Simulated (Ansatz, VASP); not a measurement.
# Two plane-wave programs on KCl

```
K Cl
1.0
     0.00000    3.08224    3.08224
     3.08224    0.00000    3.08224
     3.08224    3.08224    0.00000
K Cl
1 1
Direct
  0.00000 0.00000 0.00000
  0.50000 0.50000 0.50000
```

Alike in both runs: task relaxation of the atoms; functional r2SCAN; k mesh 8 × 8 × 8; occupations fermi-dirac, width 0.02 eV; no spin polarisation.

|  | VASP | Ansatz |
| --- | --- | --- |
| version | VASP 6.6.1 | Ansatz 0.2.0 |
| potentials or method | VASP PAW PBE potentials, release 64 (K_sv, Cl), cutoff 520 eV | PAW plane waves |
| valence electrons in the cell | 16 | 16 |

```csv
,VASP,Ansatz,Ansatz less VASP
"gap on the k mesh at the Fermi level, each at its own relaxed structure (eV)",6.06,6.05,-0.005
```

VASP's potentials were made for PBE, not for r2SCAN. Ansatz's warnings: stress scf threshold loose.

Noted on VASP's run: the relaxation stopped at its first step, so nothing moved.
